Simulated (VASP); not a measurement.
A run of VASP 6.6.1 is set up as follows.

The input INCAR:

```
ALGO     = Normal         # electronic algorithm
EDIFF    = 1E-7           # SCF threshold, eV
ENCUT    = 520            # plane-wave cutoff, eV
GGA      = PE             # functional
ISIF     = 2              # what is computed and relaxed
ISMEAR   = 0              # smearing method
LASPH    = True           # aspherical terms in the spheres
LCHARG   = True           # write CHGCAR
LELF     = True           # ELF
LREAL    = False          # projectors in reciprocal space
LVHAR    = True         
LWAVE    = False          # write WAVECAR
NBANDS   = 36             # bands
NELM     = 60             # most SCF steps
PREC     = Accurate       # precision mode
SIGMA    = 0.1            # smearing width, eV
```

File KPOINTS:

```
k-points
0
Gamma
  6 6 2
```

File POSCAR:

```
HfSb3Pb2
1.0
    4.2985489915      0.0000000000      0.0000000000
   -2.1492744958      3.7226526261      0.0000000000
    0.0000000000      0.0000000000     11.5802727130
Hf Sb Pb
1 3 2
Direct
    0.0000000000      0.0000000000      0.0000000000
    0.0000000000      0.0000000000      0.5000000000
    0.3333333333      0.6666666667      0.1385509929
    0.6666666667      0.3333333333      0.8614490071
    0.3333333333      0.6666666667      0.6659813178
    0.6666666667      0.3333333333      0.3340186822
```

Potentials or basis: VASP PAW PBE potentials, release 64 (Hf_pv, Sb, Pb_d).

Launch:

```bash
$ cat potpaw_PBE.64/Hf_pv/POTCAR potpaw_PBE.64/Sb/POTCAR potpaw_PBE.64/Pb_d/POTCAR > POTCAR
$ mpirun -np 1 vasp_std > vasp.out
```

Task: Estimate the pressure.

Result: -0.3 GPa.

Task: Predict the largest force.

Result: 0.048 eV/Å.

Forces in eV/Å, atoms in the order of the input:
```
Hf   0.000  0.000  0.000
Sb   0.000  0.000  0.000
Sb   0.000  0.000 -0.048
Sb   0.000  0.000  0.048
Pb   0.000  0.000  0.021
Pb   0.000  0.000 -0.021
```
